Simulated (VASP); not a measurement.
# Bi (P6_3/mmc) in VASP: a series of runs, part 2 of 2

VASP 6.6.1. Earlier steps stand in the parts before.

**3. Single point, PBE**

File INCAR:

```
ALGO = Normal ; EDIFF = 1E-6
ENCUT = 520 ; GGA = PE
ISIF = 2 ; ISMEAR = -1
LASPH = True ; LCHARG = True
LELF = True ; LREAL = False
LVHAR = True ; LWAVE = False
NBANDS = 22 ; NELM = 60
PREC = Accurate ; SIGMA = 0.08
```

File KPOINTS:

```
k-points
0
Gamma
  13 13 7
```

File POSCAR:

```
Bi
1.0
    3.3228131842      0.0000000000      0.0000000000
   -1.6614065921      2.8776406295      0.0000000000
    0.0000000000      0.0000000000      5.2418443673
Bi
2
Direct
    0.3333333333      0.6666666667      0.2500000000
    0.6666666667      0.3333333333      0.7500000000
```

Potentials or basis: VASP PAW PBE potentials, release 64 (Bi_d).

Command:

```sh
$ cat potpaw_PBE.64/Bi_d/POTCAR > POTCAR
$ mpirun -np 1 vasp_std > vasp.out
```

OUTCAR:

```text
EDIFF = 1E-6
   ENCUT = 520
   GGA = PE
   ISIF = 2
   ISMEAR = -1
   LASPH = True
   LREAL = False
   NELM = 60
   PREC = Accurate

 ion  position               nearest neighbor table
   1  0.333  0.667  0.250-   2 3.25   2 3.25   2 3.25   2 3.25   2 3.25   2 3.25
   2  0.667  0.333  0.750-   1 3.25   1 3.25   1 3.25   1 3.25   1 3.25   1 3.25

  LATTYP: Found a hexagonal cell.
 ALAT       =     3.3228131842
 C/A-ratio  =     1.5775320720

  Lattice vectors:

 A1 = (   3.3228131842,   0.0000000000,   0.0000000000)
 A2 = (  -1.6614065921,   2.8776406295,   0.0000000000)
 A3 = (   0.0000000000,   0.0000000000,   5.2418443673)

Analysis of symmetry for initial positions (statically):
=====================================================================
 Subroutine PRICEL returns:
 Original cell was already a primitive cell.

 Routine SETGRP: Setting up the symmetry group for a
 hexagonal supercell.

 Subroutine GETGRP returns: Found 24 space group operations
 (whereof 12 operations were pure point group operations)
 out of a pool of 24 trial point group operations.

[... 159 lines left out ...]
  ---------------------------------------------------
  free energy    TOTEN  =        -6.80497353 eV

  energy without entropy =       -6.78254925  energy(sigma->0) =       -6.79376139

 E-fermi :  11.0577     XC(G=0): -11.3699

 val. band max:       11.0575172657   @ k =   0.4615   0.0769   0.4286
 cond. band min:      11.0626225050   @ k =   0.4615  -0.0000   0.0000
 fundamental gap:      0.0051052394
 Fermi energy:        11.0576841094

 k-point     1 :       0.0000    0.0000    0.0000
  band No.  band energies     occupation
      1     -12.3514      2.00000
      2     -12.3194      2.00000
      3     -12.2893      2.00000
      4     -12.2893      2.00000
      5     -12.2664      2.00000
      6     -12.2664      2.00000
[... 589 lines left out ...]
     21      20.4320      0.00000
     22      21.5583      0.00000

 [... further k-points ...]

------------------------ aborting loop because EDIFF is reached ----------------------------------------

  FORCE on cell =-STRESS in cart. coord.  units (eV):
  Direction    XX          YY          ZZ          XY          YZ          ZX
  --------------------------------------------------------------------------------------
  -------------------------------------------------------------------------------------
  Total        6.5341097      6.5341097      6.5352832     -0.0000000      0.0000000      0.0000000
  in kB      208.8672746    208.8672745    208.9047851     -0.0000000      0.0000000      0.0000000
  external PRESSURE =     208.8797781 kB  Pullay stress =       0.0000000 kB

 VOLUME and BASIS-vectors are now :
 -----------------------------------------------------------------------------
  energy-cutoff  :      520.00
  volume of cell :       50.12
      direct lattice vectors                 reciprocal lattice vectors
     3.322813184  0.000000000  0.000000000     0.300949811  0.173753454  0.000000000
    -1.661406592  2.877640630  0.000000000     0.000000000  0.347506909  0.000000000
     0.000000000  0.000000000  5.241844367     0.000000000  0.000000000  0.190772547

 POSITION                                       TOTAL-FORCE (eV/Angst)
 -----------------------------------------------------------------------------------
     -0.00000      1.91843      1.31046         0.000000     -0.000000      0.000000
      1.66141      0.95921      3.93138        -0.000000      0.000000      0.000000
 -----------------------------------------------------------------------------------
    total drift:                                0.000000     -0.000000      0.000000

  FREE ENERGIE OF THE ION-ELECTRON SYSTEM (eV)
  ---------------------------------------------------
  free  energy   TOTEN  =        -6.8049735344 eV

  energy  without entropy=       -6.7825492522  energy(sigma->0) =       -6.79376139
```

stdout:

```text
POSCAR found type information on POSCAR Bi
 POSCAR found :  1 types and       2 ions
 scaLAPACK will be used
 LDA part: xc-table for (Slater+PW92), standard interpolation
 POSCAR, INCAR and KPOINTS ok, starting setup
 FFT: planning ... GRIDC
 FFT: planning ... GRID_SOFT
 FFT: planning ... GRID
 WAVECAR not read
 entering main loop
```

Wall time 84 s (1 thread of Intel Xeon 8259CL, shared host); peak memory 0.22 GiB.

What came out:

```
Free energy            : -6.8050 eV
Pressure               : 20.9 GPa
Band gap on the k mesh : zero (bands 15 and 16 overlap by 7.68 eV)
```

Levels at points of the mesh, in eV from the Fermi level:
```tsv
k point	band 13	band 14	band 15	band 16	band 17	band 18
(0.00, 0.00, 0.00)	-6.71	3.84	3.84	6.08	6.08	7.32
```

Caveat: the cell stands under pressure; spin-orbit coupling is left out, which moves the levels of the heavy elements.

**4. Relaxation of cell and atoms, PBE, target pressure 21 GPa, at which the enthalpy is minimised**

This run uses another cell than the first one, of 24.98 Å³/atom.

File INCAR:

```
SYSTEM = Bi
PREC = Accurate
ENCUT = 600
EDIFF = 1E-6
ISMEAR = -1
SIGMA = 0.08
LREAL = .FALSE.
LASPH = .TRUE.
NELM = 100
ALGO = Normal
ISIF = 3
LWAVE = .FALSE.
LCHARG = .FALSE.
GGA = PE
IBRION = 2
NSW = 60
EDIFFG = -0.005
PSTRESS = 210.0
```

File KPOINTS:

```
regular mesh
0
G
  13 13 7
  0 0 0
```

File POSCAR:

```
Bi
1.0
    3.2898438311      0.0000000000      0.0000000000
   -1.6449219156      2.8490883322      0.0000000000
    0.0000000000      0.0000000000      5.3295470064
Bi
2
Direct
    0.3333333333      0.6666666667      0.2500000000
    0.6666666667      0.3333333333      0.7500000000
```

Command:

```sh
$ cat potpaw_PBE.64/Bi_d/POTCAR > POTCAR
$ mpirun -np 1 vasp_std > vasp.out
```

Run time: 2.3 min. Hardware: 1 thread of AMD EPYC 9R45 (Zen 5), shared host; peak memory 0.21 GiB.

It converged, with:

```
Free energy                                                : -6.8038 eV
Relaxed volume                                             : 25.06 Å³/atom
Relaxed cell                                               : a = 3.323 Å, b = 3.323 Å, c = 5.241 Å, α = 90.00°, β = 90.00°, γ = 120.00°
Space group after relaxing (to 0.1 Å)                      : P6_3/mmc (No. 194)
Energy change on relaxing (the run minimises the enthalpy) : -14.0 meV/atom
Ionic steps                                                : 8
Pressure after relaxing                                    : 21.0 GPa
Band gap on the k mesh                                     : zero (bands 15 and 16 overlap by 7.68 eV)
```

Step by step:
| step | energy change (eV) | largest force (eV/Å) | pressure (GPa) | volume (Å³) |
| --- | --- | --- | --- | --- |
| 1 | 0.0000 | 0.0000 | 21.49 | 49.95 |
| 2 | -0.0765 | 0.0000 | 19.93 | 50.50 |
| 3 | -0.0736 | 0.0000 | 19.97 | 50.48 |
| 4 | -0.0218 | 0.0000 | 21.08 | 50.07 |
| 5 | -0.0331 | 0.0000 | 20.87 | 50.15 |
| 6 | -0.0254 | 0.0000 | 20.99 | 50.09 |
| 7 | -0.0266 | 0.0000 | 21.03 | 50.10 |
| 8 | -0.0279 | 0.0000 | 21.01 | 50.11 |

Final structure:
```yaml
crystal:
  lattice:
    - [3.32265, 0.00000, 0.00000]
    - [-1.66132, 2.87750, 0.00000]
    - [0.00000, 0.00000, 5.24141]
  atoms:
    - { symbol: Bi, position: [0.33333, 0.66667, 0.25000] }
    - { symbol: Bi, position: [0.66667, 0.33333, 0.75000] }
```

Levels at points of the mesh, in eV from the Fermi level:
| k point | band 12 | band 13 | band 14 | band 15 | band 16 | band 17 | band 18 | band 19 |
| --- | --- | --- | --- | --- | --- | --- | --- | --- |
| (0.00, 0.00, 0.00) | -10.89 | -6.71 | 3.84 | 3.84 | 6.08 | 6.08 | 7.32 | 7.49 |

Caveat: the cell is relaxed towards a set pressure, so the run minimises the enthalpy, not the energy; spin-orbit coupling is left out, which moves the levels of the heavy elements.

**5. Summary**

```tsv
task	cell	cutoff (eV)	gap on the mesh (eV)	pressure (GPa)
single point	a = 3.322, b = 3.322, c = 5.243 Å, angles 90.0, 90.0, 120.0°, 2 atoms	520	none	20.9
single point	a = 3.323, b = 3.323, c = 5.242 Å, angles 90.0, 90.0, 120.0°, 2 atoms	520	none	20.9
relaxation of cell and atoms	relaxed to 21 GPa from a = 3.290, b = 3.290, c = 5.330 Å, angles 90.0, 90.0, 120.0°, 2 atoms	600	none	21.0
```

Alike in all rows: level PBE; potentials or basis VASP PAW PBE potentials, release 64 (Bi_d); no spin polarisation; k mesh 13 × 13 × 7; smearing fermi-dirac 0.08 eV.

Caveats: spin-orbit coupling is left out, which moves the levels of the heavy elements; the cell stands under pressure (at least some runs); the cell is relaxed towards a set pressure, so the run minimises the enthalpy, not the energy (at least some runs).

Absolute energies hang on the potentials; compare differences alone.
